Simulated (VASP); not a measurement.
# MgO (Fm-3m) in VASP: further runs

The runs below take MgO through single point, with PBE+D3(BJ).

Everything below comes from runs of VASP 6.6.1. Logs are shortened: lines on timing, memory, paths and dates and some standing lists are left out, and cuts for length are marked.

**Experimental background.**

From “Electronic structure of alkaline earth and post-transition metal oxides”, 2009, arxiv:0908.1581, for a bulk crystal of MgO: band gap 7.83 eV.

How close the calculation comes is told below.

## 1. The cell of the first run

The structure is cubic, space group Fm-3m (No. 225). Conventional cell: a = 4.270 Å, b = 4.270 Å, c = 4.270 Å, α = 90.00°, β = 90.00°, γ = 90.00°. Mg (site symmetry m-3m) has 6 O at 2.14 Å within 2.8 Å. O (site symmetry m-3m) has 6 Mg at 2.14 Å within 2.8 Å.

## 2. Single point, PBE+D3(BJ)

INCAR

```
SYSTEM = MgO
PREC = Accurate ; ENCUT = 520
EDIFF = 1E-7 ; ISMEAR = 0
SIGMA = 0.05 ; LREAL = .FALSE.
LASPH = .TRUE. ; NELM = 100
ALGO = Normal ; ISIF = 2
LWAVE = .FALSE. ; LCHARG = .TRUE.
GGA = PE ; IVDW = 12
LELF = .TRUE. ; LVHAR = .TRUE.
NBANDS = 11
```

KPOINTS

```
Automatic mesh
0
G
  10 10 10
  0 0 0
```

POSCAR

```
MgO
1.0
    0.0000000000      2.1351491430      2.1351491430
    2.1351491430      0.0000000000      2.1351491430
    2.1351491430      2.1351491430      0.0000000000
Mg O
1 1
Direct
    0.0000000000      0.0000000000      0.0000000000
    0.5000000000      0.5000000000      0.5000000000
```

Potentials or basis: VASP PAW PBE potentials, release 64 (Mg, O).

Launch:

```sh
> cat potpaw_PBE.64/Mg/POTCAR potpaw_PBE.64/O/POTCAR > POTCAR
> mpirun -np 1 vasp_std > vasp.out
```

OUTCAR:

```text
SYSTEM = MgO
   PREC = Accurate
   ENCUT = 520
   EDIFF = 1E-7
   ISMEAR = 0
   LREAL = .FALSE.
   LASPH = .TRUE.
   NELM = 100
   ISIF = 2
   GGA = PE
   IVDW = 12
 IVDW          = 12

 ion  position               nearest neighbor table
   1  0.000  0.000  0.000-   2 2.14   2 2.14   2 2.14   2 2.14   2 2.14   2 2.14
   2  0.500  0.500  0.500-   1 2.14   1 2.14   1 2.14   1 2.14   1 2.14   1 2.14

  LATTYP: Found a face centered cubic cell.
 ALAT       =     4.2702982860

  Lattice vectors:

 A1 = (   0.0000000000,   2.1351491430,   2.1351491430)
 A2 = (   2.1351491430,   0.0000000000,   2.1351491430)
 A3 = (   2.1351491430,   2.1351491430,   0.0000000000)

Analysis of symmetry for initial positions (statically):
=====================================================================
 Subroutine PRICEL returns:
 Original cell was already a primitive cell.

 Routine SETGRP: Setting up the symmetry group for a
 face centered cubic supercell.

 Subroutine GETGRP returns: Found 48 space group operations
 (whereof 48 operations were pure point group operations)
 out of a pool of 48 trial point group operations.

The static configuration has the point symmetry O_h .

Analysis of symmetry for dynamics (positions and initial velocities):
=====================================================================
 Subroutine PRICEL returns:
 Original cell was already a primitive cell.

 Routine SETGRP: Setting up the symmetry group for a
 face centered cubic supercell.

 Subroutine GETGRP returns: Found 48 space group operations
 (whereof 48 operations were pure point group operations)
 out of a pool of 48 trial point group operations.

The dynamic configuration has the point symmetry O_h .

 Subroutine INISYM returns: Found 48 space group operations
 (whereof 48 operations are pure point group operations),
 and found     1 'primitive' translations

----------------------------------------------------------------------------------------

                                     Primitive cell

  volume of cell :      19.4677

  direct lattice vectors                    reciprocal lattice vectors
     0.000000000  2.135149143  2.135149143    -0.234175679  0.234175679  0.234175679
     2.135149143  0.000000000  2.135149143     0.234175679 -0.234175679  0.234175679
     2.135149143  2.135149143  0.000000000     0.234175679  0.234175679 -0.234175679

  length of vectors
     3.019556876  3.019556876  3.019556876     0.405604174  0.405604174  0.405604174

  position of ions in fractional coordinates (direct lattice)
     0.000000000  0.000000000  0.000000000
     0.500000000  0.500000000  0.500000000

  ion indices of the primitive-cell ions
   primitive index   ion index
                 1           1
                 2           2

----------------------------------------------------------------------------------------

 KPOINTS: Automatic mesh

Automatic generation of k-mesh.
 Grid dimensions read from file:
 generate k-points for:   10   10   10

 Generating k-lattice:

  Cartesian coordinates                     Fractional coordinates (reciprocal lattice)
    -0.023417568  0.023417568  0.023417568     0.100000000  0.000000000  0.000000000
     0.023417568 -0.023417568  0.023417568     0.000000000  0.100000000  0.000000000
     0.023417568  0.023417568 -0.023417568     0.000000000  0.000000000  0.100000000

  Length of vectors
     0.040560417  0.040560417  0.040560417

  Shift w.r.t. Gamma in fractional coordinates (k-lattice)
     0.000000000  0.000000000  0.000000000

 Subroutine IBZKPT returns following result:
 ===========================================

 Found     47 irreducible k-points:

 Following reciprocal coordinates:
            Coordinates               Weight
  0.000000  0.000000  0.000000      1.000000
  0.100000  0.000000  0.000000      8.000000
  0.200000  0.000000  0.000000      8.000000
  0.300000  0.000000  0.000000      8.000000
  0.400000  0.000000  0.000000      8.000000
  0.500000  0.000000  0.000000      4.000000
[... 16 lines left out ...]
  0.300000  0.300000  0.000000      6.000000
  0.400000  0.300000  0.000000     24.000000
 [... further k-points ...]
   k-points           NKPTS =     47   k-points in BZ     NKDIM =     47   number of bands    NBANDS=     11
   number of dos      NEDOS =    301   number of ions     NIONS =      2
   total plane-waves  NPLWV =  13824
   dimension x,y,z NGX =    24 NGY =   24 NGZ =   24
   dimension x,y,z NGXF=    48 NGYF=   48 NGZF=   48
   ions per type =               1   1
   NGX,Y,Z   is equivalent  to a cutoff of  13.21, 13.21, 13.21 a.u.
   NGXF,Y,Z  is equivalent  to a cutoff of  26.43, 26.43, 26.43 a.u.
 SYSTEM =  MgO
   PREC   = accura    normal or accurate (medium, high low for compatibility)
   ISTART =      0    job   : 0-new  1-cont  2-samecut
   ICHARG =      2    charge: 1-file 2-atom 10-const
   ISPIN  =      1    spin polarized calculation?
   LNONCOLLINEAR =      F non collinear calculations
   LSORBIT =      F    spin-orbit coupling
   LASPH  =      T    aspherical Exc in radial PAW
   ENCUT  =  520.0 eV  38.22 Ry    6.18 a.u.   5.61  5.61  5.61*2*pi/ulx,y,z
   NELM   =    100;   NELMIN=  2; NELMDL= -5     # of ELM steps
   EDIFF  = 0.1E-06   stopping-criterion for ELM
   LREAL  =      F    real-space projection
   EDIFFG = 0.1E-05   stopping-criterion for IOM
   NSW    =      0    number of steps for IOM
   IBRION =     -1    ionic relax: 0-MD 1-quasi-New 2-CG
   NFREE  =      0    steps in history (QN), initial steepest desc. (CG)
   ISIF   =      2    stress and relaxation
   ISYM   =      2    0-nonsym 1-usesym 2-fastsym
   POTIM  = 0.5000    time-step for ionic-motion
   TEBEG  =    0.0;   TEEND  =   0.0 temperature during run
   PSTRESS=    0.0 pullay stress
   NELECT =       8.0000    total number of electrons
   NUPDOWN=      -1.0000    fix difference up-down
   EMIN   =  10.00;   EMAX   =-10.00  energy-range for DOS
   EFERMI =   0.00;   METHOD = LEGACY
   ISMEAR =     0;   SIGMA  =   0.05  broadening in eV -4-tet -1-fermi 0-gaus
   EFERMI_NEDOS =   21; number of points for ismear=-14 and -15
   IALGO  =     38    algorithm
   IMIX   =      4    mixing-type and parameters
     AMIX     =   0.40;   BMIX     =  1.00
     AMIX_MAG =   1.60;   BMIX_MAG =  1.00
  volume/ion in A,a.u.               =       9.73        65.69
  Fermi-wavevector in a.u.,A,eV,Ry     =   1.217120  2.300023 20.155402  1.481380
  Thomas-Fermi vector in A             =   2.352451
   LORBIT       =      0    0 simple, 1 ext, 2 COOP (PROOUT), +10 PAW based schemes
   GGA     = PE    functional components
   LHFCALC =     F    Hartree Fock is set to
   AEXX    =    0.0000 exact exchange contribution
   IVDW    =    12    specifies the selected vdW correction
   LEPSILON=     F    determine dielectric tensor
   LRPA    =     F    only Hartree local field effects (RPA)
 non-spin polarized calculation
 Gauss-broadening in eV      SIGMA  =   0.05
  energy-cutoff  :      520.00
  volume of cell :       19.47
 maximum number of plane-waves:       544
   NGX = 11   NGY = 11   NGZ = 11

 number of electron       8.0000002 magnetization

 Free energy of the ion-electron system (eV)
  ---------------------------------------------------
  ext. energy  EPLUGINS =         0.00000000
  ---------------------------------------------------
  free energy    TOTEN  =       -11.90976157 eV

  energy without entropy =      -11.90976157  energy(sigma->0) =      -11.90976157

 E-fermi :   3.1833     XC(G=0): -10.8852

 val. band max:        2.8844800029   @ k =   0.0000   0.0000   0.0000
 cond. band min:       7.2204563303   @ k =   0.0000   0.0000   0.0000
 fundamental gap:      4.3359763274
 Fermi energy:         3.1833465112

 k-point     1 :       0.0000    0.0000    0.0000
  band No.  band energies     occupation
      1     -14.1730      2.00000
      2       2.8845      2.00000
      3       2.8845      2.00000
      4       2.8845      2.00000
      5       7.2205      0.00000
      6      18.4503      0.00000
      7      18.4503      0.00000
      8      18.4503      0.00000
      9      22.2601      0.00000
     10      23.9870      0.00000
     11      23.9870      0.00000

 k-point     2 :       0.1000    0.0000    0.0000
  band No.  band energies     occupation
      1     -14.0748      2.00000
      2       2.2400      2.00000
      3       2.8217      2.00000
      4       2.8217      2.00000
      5       7.8539      0.00000
      6      17.2120      0.00000
      7      18.6746      0.00000
      8      18.6746      0.00000
      9      23.1971      0.00000
     10      23.1971      0.00000
     11      23.8362      0.00000

 k-point     3 :       0.2000    0.0000    0.0000
  band No.  band energies     occupation
      1     -13.8052      2.00000
      2       0.9597      2.00000
      3       2.6624      2.00000
      4       2.6624      2.00000
      5       9.0536      0.00000
      6      15.6882      0.00000
      7      19.1052      0.00000
      8      19.1052      0.00000
      9      22.4969      0.00000
     10      22.4969      0.00000
     11      24.4908      0.00000
[... 267 lines left out ...]
 k-point    23 :       0.3000    0.3000    0.0000
  band No.  band energies     occupation
      1     -13.2546      2.00000
      2      -0.1592      2.00000
      3       1.9891      2.00000
      4       1.9891      2.00000
      5      11.3098      0.00000
      6      13.2302      0.00000
      7      16.8643      0.00000
      8      20.3232      0.00000
      9      20.3232      0.00000
     10      26.5671      0.00000
     11      29.4293      0.00000

 k-point    24 :       0.4000    0.3000    0.0000
  band No.  band energies     occupation
      1     -13.0270      2.00000
      2      -0.5582      2.00000
      3       1.6402      2.00000
      4       1.8487      2.00000
      5      12.0525      0.00000
      6      12.9337      0.00000
      7      16.0524      0.00000
      8      20.5257      0.00000
      9      20.7254      0.00000
     10      27.2670      0.00000
     11      29.0451      0.00000

 [... further k-points ...]

------------------------ aborting loop because EDIFF is reached ----------------------------------------

 Edisp (eV)   -0.56190

 E8    (eV) :    -0.2200

  FORCE on cell =-STRESS in cart. coord.  units (eV):
  Direction    XX          YY          ZZ          XY          YZ          ZX
  --------------------------------------------------------------------------------------
  -------------------------------------------------------------------------------------
  Total      -0.87139    -0.87139    -0.87139     0.00000     0.00000    -0.00000
  in kB     -71.71466   -71.71466   -71.71466     0.00000     0.00000    -0.00000
  external pressure =      -71.71 kB  Pullay stress =        0.00 kB

 VOLUME and BASIS-vectors are now :
 -----------------------------------------------------------------------------
  energy-cutoff  :      520.00
  volume of cell :       19.47
      direct lattice vectors                 reciprocal lattice vectors
     0.000000000  2.135149143  2.135149143    -0.234175679  0.234175679  0.234175679
     2.135149143  0.000000000  2.135149143     0.234175679 -0.234175679  0.234175679
     2.135149143  2.135149143  0.000000000     0.234175679  0.234175679 -0.234175679

 POSITION                                       TOTAL-FORCE (eV/Angst)
 -----------------------------------------------------------------------------------
      0.00000      0.00000      0.00000         0.000000     -0.000000     -0.000000
      2.13515      2.13515      2.13515         0.000000      0.000000      0.000000
 -----------------------------------------------------------------------------------
    total drift:                               -0.000000     -0.000000      0.000000

  FREE ENERGIE OF THE ION-ELECTRON SYSTEM (eV)
  ---------------------------------------------------
  free  energy   TOTEN  =       -12.4716584501 eV

  energy  without entropy=      -12.4716584501  energy(sigma->0) =      -12.47165845
```

Run time: 10 s. Hardware: 1 thread of Intel Xeon Platinum 8488C (Sapphire Rapids), shared host; peak memory 0.15 GiB.

Results:

```
Free energy                : -12.4717 eV
Pressure                   : -7.2 GPa
Band gap on the k mesh     : 4.34 eV, direct
Dispersion energy per atom : -0.281 eV
```

Caveat: three body term missing. PBE gaps usually lie below the measured ones, often by a third to a half.

## 3. Single point, PBE+D3(BJ)

This run uses another cell than the first one, of 9.37 Å³/atom, 0.962 times its volume.

INCAR

```
SYSTEM = MgO
PREC = Accurate
ENCUT = 520
EDIFF = 1E-6
ISMEAR = 0
SIGMA = 0.05
LREAL = .FALSE.
LASPH = .TRUE.
NELM = 60
ALGO = Normal
ISIF = 2
LWAVE = .FALSE.
LCHARG = .FALSE.
GGA = PE
IVDW = 12
NBANDS = 11
```

KPOINTS

```
regular mesh
0
G
  10 10 10
  0 0 0
```

POSCAR

```
MgO
1.0
    0.0000000000      2.1079306059      2.1079306059
    2.1079306059      0.0000000000      2.1079306059
    2.1079306059      2.1079306059      0.0000000000
Mg O
1 1
Direct
    0.0000000000      0.0000000000      0.0000000000
    0.5000000000      0.5000000000      0.5000000000
```

Potentials or basis: VASP PAW PBE potentials, release 64 (Mg, O).

Launch:

```sh
> cat potpaw_PBE.64/Mg/POTCAR potpaw_PBE.64/O/POTCAR > POTCAR
> mpirun -np 1 vasp_std > vasp.out
```

It took 11 s on 1 thread of Intel Xeon Platinum 8488C (Sapphire Rapids), shared host; peak memory 0.15 GiB.

The run converged. Its results:

```yaml
Free_energy: -12.4914 eV
Pressure: -1.7 GPa
Band_gap_on_the_k_mesh: 4.70 eV, direct
Dispersion_energy_per_atom: -0.292 eV
```

Levels at points of the mesh, in eV from the valence-band top:
```csv
k point,band 1,band 2,band 3,band 4,band 5,band 6,band 7,band 8,band 9
"(0.00, 0.00, 0.00)",-17.25,0.00,0.00,0.00,4.70,15.78,15.78,15.78,19.69
"(0.50, 0.00, 0.00)",-15.97,-4.60,-0.65,-0.65,7.88,12.58,16.28,16.28,20.85
"(0.50, 0.50, 0.00)",-15.71,-4.07,-1.34,-1.34,9.12,9.94,13.07,18.93,18.93
```

Caveat: three body term missing.

## 4. Single point, PBE+D3(BJ) (volume scaled by 0.98)

INCAR

```
SYSTEM = MgO
  ALGO = Normal
  EDIFF = 1E-6
  ENCUT = 520
  GGA = PE
  ISIF = 2
  ISMEAR = 0
  IVDW = 12
  LASPH = .TRUE.
  LCHARG = .FALSE.
  LREAL = .FALSE.
  LWAVE = .FALSE.
  NBANDS = 11
  NELM = 60
  PREC = Accurate
  SIGMA = 0.05
```

KPOINTS

```
k-points
0
G
  10 10 10
  0 0 0
```

POSCAR

```
MgO
1.0
    0.0000000000      2.0937829943      2.0937829943
    2.0937829943      0.0000000000      2.0937829943
    2.0937829943      2.0937829943      0.0000000000
Mg O
1 1
Direct
    0.0000000000      0.0000000000      0.0000000000
    0.5000000000      0.5000000000      0.5000000000
```

Launch:

```sh
> cat potpaw_PBE.64/Mg/POTCAR potpaw_PBE.64/O/POTCAR > POTCAR
> mpirun -np 1 vasp_std > vasp.out
```

Run time: 10 s. Hardware: 1 thread of Intel Xeon Platinum 8488C (Sapphire Rapids), shared host; peak memory 0.15 GiB.

Results (log left out):

| Property | Result |
| --- | --- |
| Free energy | -12.4910 eV |
| Pressure | 1.6 GPa |
| Band gap on the k mesh | 4.90 eV, direct |
| Dispersion energy per atom | -0.298 eV |

Levels at points of the mesh, in eV from the valence-band top:
| k point | band 1 | band 2 | band 3 | band 4 | band 5 | band 6 | band 7 | band 8 |
| --- | --- | --- | --- | --- | --- | --- | --- | --- |
| (0.00, 0.00, 0.00) | -17.35 | 0.00 | 0.00 | 0.00 | 4.90 | 15.90 | 15.90 | 15.90 |
| (0.50, 0.00, 0.00) | -16.02 | -4.69 | -0.67 | -0.67 | 8.01 | 12.81 | 16.49 | 16.49 |
| (0.50, 0.50, 0.00) | -15.76 | -4.16 | -1.37 | -1.37 | 9.14 | 10.16 | 13.29 | 19.24 |

Caveat: the cell differs from its parent crystal (volume scaled by 0.98); three body term missing.

## 5. Overview

| cell | gap on the mesh (eV) | pressure (GPa) |
| --- | --- | --- |
| a = 3.020 Å, angles 60.0°, 2 atoms | 4.34 | -7.2 |
| a = 2.981 Å, angles 60.0°, 2 atoms | 4.70 | -1.7 |
| a = 2.961 Å, angles 60.0°, 2 atoms | 4.90 | 1.6 |

Alike in all rows: task single point; level PBE+D3(BJ); potentials or basis VASP PAW PBE potentials, release 64 (Mg, O); no spin polarisation; k mesh 10 × 10 × 10; cutoff (eV) 520; smearing gaussian 0.05 eV.

Caveats: three body term missing.

Absolute energies hang on the potentials; compare differences alone.

## 6. Against experiment

Step 3. A measured gap of MgO is 7.83 eV (quoted in “Electronic structure of alkaline earth and post-transition metal oxides”, 2009, arxiv:0908.1581); the calculated 4.70 eV misses it by -3.13 eV. The value is that of PBE+D3(BJ), without temperature or zero-point motion. Semilocal functionals fall short of measured gaps as a rule.
